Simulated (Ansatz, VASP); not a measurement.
## One calculation of Ir, two programs

POSCAR

```
Ir
1.0
    0.0000000000      1.9228496764      1.9228496764
    1.9228496764      0.0000000000      1.9228496764
    1.9228496764      1.9228496764      0.0000000000
Ir
1
Direct
    0.0000000000      0.0000000000      0.0000000000
```

INCAR.step1

```
PREC = Accurate
ENCUT = 550
ISMEAR = -1
SIGMA = 0.01
LREAL = F
LASPH = T
NELM = 120
NBANDS = 14
GGA = PE
ALGO = Normal
EDIFF = 1E-5
LWAVE = T
LCHARG = F
GGA_COMPAT = F
```

INCAR.step2

```
PREC = Accurate
ENCUT = 550
EDIFF = 1E-6
ISMEAR = -1
SIGMA = 0.01
LREAL = F
LASPH = T
NELM = 120
ALGO = Normal
ISIF = 2
LWAVE = F
LCHARG = F
METAGGA = R2SCAN
LMIXTAU = T
NBANDS = 14
ISTART = 1
GGA_COMPAT = F
```

Contents of KPOINTS:

```
regular mesh
0
Gamma
  14 14 14
```

Input for Ansatz:

```yaml
crystal:
  lattice:
    - [0.0, 1.9228496764, 1.9228496764]
    - [1.9228496764, 0.0, 1.9228496764]
    - [1.9228496764, 1.9228496764, 0.0]
  atoms:
    - { symbol: Ir, position: [0.0, 0.0, 0.0] }
hamiltonian:
  xc: r2scan
  pseudopotentials:
    kind: paw
    azcp:
      Ir: "pseudopotentials/Ir.paw.azcp"
basis:
  ecutwfc: 500
  fft_grid_basis: typed
kpoints:
  mp_grid: { grid: [14, 14, 14], shift: [0, 0, 0] }
magnetization:
  spin_polarized: false
scf:
  occupations: { method: fermi_dirac, width: 0.01 }
  lower_state_search: "off"
output:
  stress: true
```

Alike in both runs: task single point; functional r2SCAN; k mesh 14 × 14 × 14; occupations fermi-dirac, width 0.01 eV; no spin polarisation.

```csv
,VASP,Ansatz
version,VASP 6.6.1,Ansatz 0.2.0
potentials or method,"VASP PAW PBE potentials, release 64 (Ir_sv_GW), cutoff 550 eV","plane waves (500 eV) with PAW, scalar-relativistic"
valence electrons in the cell,17,17
```

```tsv
	VASP	Ansatz	Ansatz less VASP
pressure (GPa)	-2.4	-0.2	+2.15
```

VASP's potentials were made for PBE, not for r2SCAN.

Spin-orbit coupling is off throughout.
